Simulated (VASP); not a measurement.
Write the native input for VASP 6.6.1 that does the following.

| Quantity | Value |
| --- | --- |
| Task | single point |
| Functional | PBE |
| Potentials or basis | VASP PAW PBE potentials, release 64 (In_d, Te, S) |
| Cutoff | 520 eV |
| k mesh | 4 × 4 × 4 |
| Occupations | gaussian, width 0.1 eV |
| Spin | no spin polarisation |
| Dipole correction | no |
| Further INCAR settings | ALGO = Normal; EDIFF = 1e-07; NBANDS = 41 |

The structure of In4TeS lies in POSCAR:

```
In4TeS
1.0
    4.7185165281      0.0000000000      0.0000000000
    0.0000000000      4.7185165281      0.0000000000
    0.0000000000      0.0000000000      8.5233116593
In Te S
4 1 1
Direct
    0.0000000000      0.5000000000      0.2722614342
    0.5000000000      0.0000000000      0.7277385658
    0.0000000000      0.5000000000      0.7277385658
    0.5000000000      0.0000000000      0.2722614342
    0.0000000000      0.0000000000      0.0000000000
    0.0000000000      0.0000000000      0.5000000000
```

The cell was built from a structure type or drawn by symmetry, and may not be a known phase.

These files were run (other wordings do the same):

INCAR

```
SYSTEM = In4TeS
  PREC = Accurate
  ENCUT = 520
  EDIFF = 1E-7
  ISMEAR = 0
  SIGMA = 0.1
  LREAL = .False.
  LASPH = .True.
  NELM = 100
  ALGO = Normal
  ISIF = 2
  LWAVE = .False.
  LCHARG = .False.
  GGA = PE
  NBANDS = 41
```

KPOINTS

```
regular mesh
0
Gamma
  4 4 4
  0 0 0
```

Potentials or basis: VASP PAW PBE potentials, release 64 (In_d, Te, S).

The run is started by

```bash
$ cat potpaw_PBE.64/In_d/POTCAR potpaw_PBE.64/Te/POTCAR potpaw_PBE.64/S/POTCAR > POTCAR
$ mpirun -np 1 vasp_std > vasp.out
```

Results of the run:

```yaml
Pressure: -0.1 GPa
Band_gap_on_the_k_mesh: zero (bands 32 and 33 overlap by 1.13 eV)
```

Caveat: spin-orbit coupling is left out, which moves the levels of the heavy elements.

It took 90 s on 1 thread of Intel(R) Xeon(R) Platinum 8488C (Sapphire Rapids), with other jobs on the host, peak memory 0.34 GiB.
